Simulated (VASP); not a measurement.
Set up this calculation in VASP 6.6.1, as the native input.

```
Task                   : single point
Functional             : PBE
Dispersion             : D3(BJ)
Potentials or basis    : VASP PAW PBE potentials, release 64 (Sb, Ga_d, O, C)
Cutoff                 : 520 eV
k mesh                 : 6 × 6 × 1
Occupations            : gaussian, width 0.1 eV
Spin                   : no spin polarisation
Dipole correction      : yes
Further INCAR settings : ALGO = Normal; EDIFF = 1e-06; NBANDS = 32
```

The structure of Ga2Sb2CO lies in POSCAR:

```
Ga2Sb2CO
1.0
    4.3343814647      0.0000000000      0.0000000000
   -2.1671907324      3.7536844581      0.0000000000
    0.0000000000      0.0000000000     23.6197422994
Sb Ga O C
2 2 1 1
Direct
    0.0000000000      0.0000000000      0.1693498578
    0.3333333333      0.6666666667      0.3259656336
    0.3333333333      0.6666666667      0.2068080104
    0.6666666667      0.3333333333      0.3585874135
    1.1111111111      1.2222222222      0.4898335533
    1.1111111111      1.2222222222      0.5385216375
```

One way to write it, as run:

INCAR

```
ALGO     = Normal         # electronic algorithm
DIPOL    = 0.5 0.5 0.348
EDIFF    = 1E-6           # SCF threshold, eV
ENCUT    = 520            # plane-wave cutoff, eV
GGA      = PE             # functional
IDIPOL   = 3            
ISIF     = 2              # what is computed and relaxed
ISMEAR   = 0              # smearing method
IVDW     = 12             # dispersion correction
LASPH    = T              # aspherical terms in the spheres
LCHARG   = T              # write CHGCAR
LDIPOL   = T            
LELF     = T              # ELF
LREAL    = F              # projectors in reciprocal space
LVACPOTAV= T            
LVHAR    = T            
LWAVE    = F              # write WAVECAR
NBANDS   = 32             # bands
NELM     = 100            # most SCF steps
PREC     = Accurate       # precision mode
SIGMA    = 0.1            # smearing width, eV
```

KPOINTS

```
k-points
0
Gamma
  6 6 1
```

Potentials or basis: VASP PAW PBE potentials, release 64 (Sb, Ga_d, O, C).

Command:

```bash
$ cat potpaw_PBE.64/Sb/POTCAR potpaw_PBE.64/Ga_d/POTCAR potpaw_PBE.64/O/POTCAR potpaw_PBE.64/C/POTCAR > POTCAR
$ mpirun -np 1 vasp_std > vasp.out
```

Results of the run:

```
Largest force              : 0.664 eV/Å
Band gap on the k mesh     : 0.03 eV, indirect (least direct gap 0.15 eV)
Dispersion energy per atom : -0.167 eV
```

Caveat: spin-orbit coupling is left out, which moves the levels of the heavy elements.

Wall time 2.2 min on 1 thread of Intel(R) Xeon(R) 6975P-C (Granite Rapids), with other jobs on the host, peak memory 0.56 GiB.
